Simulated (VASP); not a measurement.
# Tl (Fm-3m) in VASP: notebook, part 2 of 2

VASP 6.6.1.

**4. Electric field gradients, PBE (volume scaled by 0.98)**

INCAR

```
SYSTEM = Tl
PREC = Accurate
ENCUT = 520
EDIFF = 1E-8
ISMEAR = -1
SIGMA = 0.05
LREAL = .FALSE.
LASPH = .TRUE.
NELM = 60
ALGO = Normal
ISIF = 2
LWAVE = .FALSE.
LCHARG = .FALSE.
GGA = PE
LEFG = .TRUE.
NBANDS = 12
```

KPOINTS

```
Automatic mesh
0
G
  14 14 14
  0 0 0
```

POSCAR

```
Tl
1.0
    0.0000000000      2.1504693608      2.1504693608
    2.1504693608      0.0000000000      2.1504693608
    2.1504693608      2.1504693608      0.0000000000
Tl
1
Direct
    0.0000000000      0.0000000000      0.0000000000
```

Potentials or basis: VASP PAW PBE potentials, release 64 (Tl_d).

On the command line:

```console
$ cat potpaw_PBE.64/Tl_d/POTCAR > POTCAR
$ mpirun -np 1 vasp_std > vasp.out
```

OUTCAR:

```text
SYSTEM = Tl
   PREC = Accurate
   ENCUT = 520
   EDIFF = 1E-8
   ISMEAR = -1
   LREAL = .FALSE.
   LASPH = .TRUE.
   NELM = 60
   ISIF = 2
   GGA = PE

 ion  position               nearest neighbor table
   1  0.000  0.000  0.000-

  LATTYP: Found a face centered cubic cell.
 ALAT       =     4.3009387216

  Lattice vectors:

 A1 = (   0.0000000000,   2.1504693608,   2.1504693608)
 A2 = (   2.1504693608,   0.0000000000,   2.1504693608)
 A3 = (   2.1504693608,   2.1504693608,   0.0000000000)

[... 563 lines left out ...]
    total drift:                                0.000000      0.000000     -0.000000

  FREE ENERGIE OF THE ION-ELECTRON SYSTEM (eV)
  ---------------------------------------------------
  free  energy   TOTEN  =        -1.3022890164 eV

  energy  without entropy=       -1.2982545545  energy(sigma->0) =       -1.30027179

 Electric field gradients (V/A^2)
---------------------------------------------------------------------
 ion       V_xx      V_yy      V_zz      V_xy      V_xz      V_yz
---------------------------------------------------------------------
   1      -0.000    -0.000     0.000    -0.000    -0.000    -0.000
---------------------------------------------------------------------

 Electric field gradients after diagonalization (V/A^2)
 (convention: |V_zz| > |V_xx| > |V_yy|)
----------------------------------------------------------------------
 ion       V_xx      V_yy      V_zz     asymmetry (V_yy - V_xx)/ V_zz
----------------------------------------------------------------------
   1       0.000     0.000    -0.000       0.000
----------------------------------------------------------------------

           NMR quadrupolar parameters

 Cq : quadrupolar parameter    Cq=e*Q*V_zz/h
 eta: asymmetry parameters     (V_yy - V_xx)/ V_zz
 Q  : nuclear electric quadrupole moment in mb (millibarn)
----------------------------------------------------------------------
 ion       Cq(MHz)       eta       Q (mb)
----------------------------------------------------------------------
   1      -0.000       0.000       1.000
----------------------------------------------------------------------
```

Run time: 16 s. Hardware: 1 thread of Intel Xeon Platinum 8488C (Sapphire Rapids), shared host; peak memory 0.15 GiB.

What came out:

| Quantity | Value |
| --- | --- |
| Free energy | -1.3023 eV |
| Pressure | 41.5 GPa |

Levels at points of the mesh, in eV from the Fermi level:
```csv
k point,band 3,band 4,band 5,band 6,band 7,band 8,band 9,band 10
"(0.00, 0.00, 0.00)",-12.65,-12.65,-11.98,-11.98,10.91,13.02,13.02,13.02
"(0.50, 0.00, 0.00)",-12.64,-11.41,-11.41,-5.20,-4.92,10.35,10.59,10.59
"(0.50, 0.50, 0.00)",-11.44,-11.26,-11.26,-3.37,-2.60,4.55,4.55,9.66
```

Caveat: the cell differs from its parent crystal (volume scaled by 0.98); without QUAD_EFG the Cq values of the log hold for a quadrupole moment of 1 mb, not for the nuclei; spin-orbit coupling is left out, which moves the levels of the heavy elements.

**5. Electric field gradients, PBE**

This run uses another cell than the first one, of 20.30 Å³/atom, 1.063 times its volume.

INCAR

```
SYSTEM = Tl
  ALGO = Normal
  EDIFF = 1E-8
  ENCUT = 520
  GGA = PE
  ISIF = 2
  ISMEAR = -1
  LASPH = .True.
  LCHARG = .False.
  LEFG = .True.
  LREAL = .False.
  LWAVE = .False.
  NBANDS = 12
  NELM = 60
  PREC = Accurate
  SIGMA = 0.05
```

KPOINTS

```
k-points
0
Gamma
  14 14 14
  0 0 0
```

POSCAR

```
Tl
1.0
    0.0000000000      2.1650000000      2.1650000000
    2.1650000000      0.0000000000      2.1650000000
    2.1650000000      2.1650000000      0.0000000000
Tl
1
Direct
    0.0000000000      0.0000000000      0.0000000000
```

Potentials or basis: VASP PAW PBE potentials, release 64 (Tl_d).

On the command line:

```console
$ cat potpaw_PBE.64/Tl_d/POTCAR > POTCAR
$ mpirun -np 1 vasp_std > vasp.out
```

OUTCAR:

```text
SYSTEM = Tl
   EDIFF = 1E-8
   ENCUT = 520
   GGA = PE
   ISIF = 2
   ISMEAR = -1
   LASPH = .True.
   LREAL = .False.
   NELM = 60
   PREC = Accurate

 ion  position               nearest neighbor table
   1  0.000  0.000  0.000-

  LATTYP: Found a face centered cubic cell.
 ALAT       =     4.3300000000

  Lattice vectors:

 A1 = (   0.0000000000,   2.1650000000,   2.1650000000)
 A2 = (   2.1650000000,   0.0000000000,   2.1650000000)
 A3 = (   2.1650000000,   2.1650000000,   0.0000000000)

Analysis of symmetry for initial positions (statically):
=====================================================================
 Subroutine PRICEL returns:
 Original cell was already a primitive cell.

 Routine SETGRP: Setting up the symmetry group for a
 face centered cubic supercell.

[... 540 lines left out ...]
  external PRESSURE =     374.5955131 kB  Pullay stress =       0.0000000 kB

 VOLUME and BASIS-vectors are now :
 -----------------------------------------------------------------------------
  energy-cutoff  :      520.00
  volume of cell :       20.30
      direct lattice vectors                 reciprocal lattice vectors
     0.000000000  2.165000000  2.165000000    -0.230946882  0.230946882  0.230946882
     2.165000000  0.000000000  2.165000000     0.230946882 -0.230946882  0.230946882
     2.165000000  2.165000000  0.000000000     0.230946882  0.230946882 -0.230946882

 POSITION                                       TOTAL-FORCE (eV/Angst)
 -----------------------------------------------------------------------------------
      0.00000      0.00000      0.00000        -0.000000      0.000000     -0.000000
 -----------------------------------------------------------------------------------
    total drift:                               -0.000000      0.000000      0.000000

  FREE ENERGIE OF THE ION-ELECTRON SYSTEM (eV)
  ---------------------------------------------------
  free  energy   TOTEN  =        -1.4025030026 eV

  energy  without entropy=       -1.3984773023  energy(sigma->0) =       -1.40049015

 Electric field gradients (V/A^2)
---------------------------------------------------------------------
 ion       V_xx      V_yy      V_zz      V_xy      V_xz      V_yz
---------------------------------------------------------------------
   1      -0.000    -0.000     0.000    -0.000    -0.000    -0.000
---------------------------------------------------------------------

 Electric field gradients after diagonalization (V/A^2)
 (convention: |V_zz| > |V_xx| > |V_yy|)
----------------------------------------------------------------------
 ion       V_xx      V_yy      V_zz     asymmetry (V_yy - V_xx)/ V_zz
----------------------------------------------------------------------
   1       0.000     0.000    -0.001       0.000
----------------------------------------------------------------------

           NMR quadrupolar parameters

 Cq : quadrupolar parameter    Cq=e*Q*V_zz/h
 eta: asymmetry parameters     (V_yy - V_xx)/ V_zz
 Q  : nuclear electric quadrupole moment in mb (millibarn)
----------------------------------------------------------------------
 ion       Cq(MHz)       eta       Q (mb)
----------------------------------------------------------------------
   1      -0.000       0.000       1.000
----------------------------------------------------------------------
```

stdout:

```text
POSCAR found type information on POSCAR Tl
 POSCAR found :  1 types and       1 ions
 scaLAPACK will be used
 LDA part: xc-table for (Slater+PW92), standard interpolation
 POSCAR, INCAR and KPOINTS ok, starting setup
 FFT: planning ... GRIDC
 FFT: planning ... GRID_SOFT
 FFT: planning ... GRID
 WAVECAR not read
 entering main loop
ion   1
```

It took 13 s on 1 thread of Intel Xeon Platinum 8488C (Sapphire Rapids), shared host; peak memory 0.15 GiB.

Results:

```
Free energy : -1.4025 eV
Pressure    : 37.5 GPa
```

Caveat: without QUAD_EFG the Cq values of the log hold for a quadrupole moment of 1 mb, not for the nuclei; spin-orbit coupling is left out, which moves the levels of the heavy elements.

**6. Electric field gradients, PBE (volume scaled by 1.02)**

INCAR

```
PREC     = Accurate       # precision mode
ENCUT    = 520            # plane-wave cutoff, eV
EDIFF    = 1E-8           # SCF threshold, eV
ISMEAR   = -1             # smearing method
SIGMA    = 0.05           # smearing width, eV
LREAL    = False          # projectors in reciprocal space
LASPH    = True           # aspherical terms in the spheres
NELM     = 100            # most SCF steps
ALGO     = Normal         # electronic algorithm
ISIF     = 2              # what is computed and relaxed
LWAVE    = False          # write WAVECAR
LCHARG   = False          # write CHGCAR
GGA      = PE             # functional
LEFG     = True         
NBANDS   = 12             # bands
```

KPOINTS

```
Automatic mesh
0
Gamma
  14 14 14
```

POSCAR

```
Tl
1.0
    0.0000000000      2.1793381662      2.1793381662
    2.1793381662      0.0000000000      2.1793381662
    2.1793381662      2.1793381662      0.0000000000
Tl
1
Direct
    0.0000000000      0.0000000000      0.0000000000
```

Potentials or basis: VASP PAW PBE potentials, release 64 (Tl_d).

On the command line:

```console
$ cat potpaw_PBE.64/Tl_d/POTCAR > POTCAR
$ mpirun -np 1 vasp_std > vasp.out
```

OUTCAR:

```text
PREC = Accurate
   ENCUT = 520
   EDIFF = 1E-8
   ISMEAR = -1
   LREAL = False
   LASPH = True
   NELM = 100
   ISIF = 2
   GGA = PE

 ion  position               nearest neighbor table
   1  0.000  0.000  0.000-

  LATTYP: Found a face centered cubic cell.
 ALAT       =     4.3586763324

  Lattice vectors:

 A1 = (   0.0000000000,   2.1793381662,   2.1793381662)
 A2 = (   2.1793381662,   0.0000000000,   2.1793381662)
[... 565 lines left out ...]
    total drift:                               -0.000000      0.000000     -0.000000

  FREE ENERGIE OF THE ION-ELECTRON SYSTEM (eV)
  ---------------------------------------------------
  free  energy   TOTEN  =        -1.4930244480 eV

  energy  without entropy=       -1.4890236863  energy(sigma->0) =       -1.49102407

 Electric field gradients (V/A^2)
---------------------------------------------------------------------
 ion       V_xx      V_yy      V_zz      V_xy      V_xz      V_yz
---------------------------------------------------------------------
   1       0.000    -0.000    -0.000    -0.001    -0.001    -0.001
---------------------------------------------------------------------

 Electric field gradients after diagonalization (V/A^2)
 (convention: |V_zz| > |V_xx| > |V_yy|)
----------------------------------------------------------------------
 ion       V_xx      V_yy      V_zz     asymmetry (V_yy - V_xx)/ V_zz
----------------------------------------------------------------------
   1       0.001     0.001    -0.001       0.000
----------------------------------------------------------------------

           NMR quadrupolar parameters

 Cq : quadrupolar parameter    Cq=e*Q*V_zz/h
 eta: asymmetry parameters     (V_yy - V_xx)/ V_zz
 Q  : nuclear electric quadrupole moment in mb (millibarn)
----------------------------------------------------------------------
 ion       Cq(MHz)       eta       Q (mb)
----------------------------------------------------------------------
   1      -0.000       0.000       1.000
----------------------------------------------------------------------
```

OSZICAR:

```text
N       E                     dE             d eps       ncg     rms          rms(c)
DAV:   1     0.546157263372E+02    0.54616E+02   -0.70576E+03  2632   0.996E+02
DAV:   2    -0.818380522881E+00   -0.55434E+02   -0.54114E+02  2868   0.227E+02
DAV:   3    -0.155222634213E+01   -0.73385E+00   -0.73327E+00  3012   0.232E+01
DAV:   4    -0.155497578241E+01   -0.27494E-02   -0.27493E-02  2936   0.167E+00
DAV:   5    -0.155500119234E+01   -0.25410E-04   -0.25409E-04  3048   0.151E-01    0.653E+00
DAV:   6    -0.150587801141E+01    0.49123E-01   -0.63047E-02  2760   0.278E+00    0.420E+00
DAV:   7    -0.149393666256E+01    0.11941E-01   -0.31935E-02  2888   0.198E+00    0.915E-01
DAV:   8    -0.149301941409E+01    0.91725E-03   -0.31123E-03  2824   0.579E-01    0.538E-02
DAV:   9    -0.149302256264E+01   -0.31485E-05   -0.23739E-05  3072   0.525E-02    0.179E-02
DAV:  10    -0.149302439359E+01   -0.18310E-05   -0.14329E-06  2980   0.132E-02    0.138E-03
DAV:  11    -0.149302445794E+01   -0.64343E-07   -0.16871E-07  2968   0.372E-03    0.638E-04
DAV:  12    -0.149302444799E+01    0.99456E-08   -0.14369E-08  1856   0.138E-03
   1 F= -.14930244E+01 E0= -.14910241E+01  d E =-.400076E-02
```

stdout:

```text
POSCAR found type information on POSCAR Tl
 POSCAR found :  1 types and       1 ions
 scaLAPACK will be used
 LDA part: xc-table for (Slater+PW92), standard interpolation
 POSCAR, INCAR and KPOINTS ok, starting setup
 FFT: planning ... GRIDC
 FFT: planning ... GRID_SOFT
 FFT: planning ... GRID
 WAVECAR not read
 entering main loop
ion   1
```

Wall time 16 s (1 thread of Intel Xeon Platinum 8488C (Sapphire Rapids), shared host); peak memory 0.15 GiB.

What came out:

```yaml
Free_energy: -1.4930 eV
Pressure: 33.8 GPa
```

Caveat: the cell differs from its parent crystal (volume scaled by 1.02); without QUAD_EFG the Cq values of the log hold for a quadrupole moment of 1 mb, not for the nuclei; spin-orbit coupling is left out, which moves the levels of the heavy elements.

**7. Summary**

```tsv
cell	gap on the mesh (eV)	pressure (GPa)
a = 3.000 Å, angles 60.0°, 1 atom	none	50.7
a = 3.041 Å, angles 60.0°, 1 atom	none	41.5
a = 3.062 Å, angles 60.0°, 1 atom	none	37.5
a = 3.082 Å, angles 60.0°, 1 atom	none	33.8
```

Alike in all rows: task electric field gradients; level PBE; potentials or basis VASP PAW PBE potentials, release 64 (Tl_d); no spin polarisation; k mesh 14 × 14 × 14; cutoff (eV) 520; smearing fermi-dirac 0.05 eV.

Caveats: spin-orbit coupling is left out, which moves the levels of the heavy elements.

Absolute energies hang on the potentials; compare differences alone.
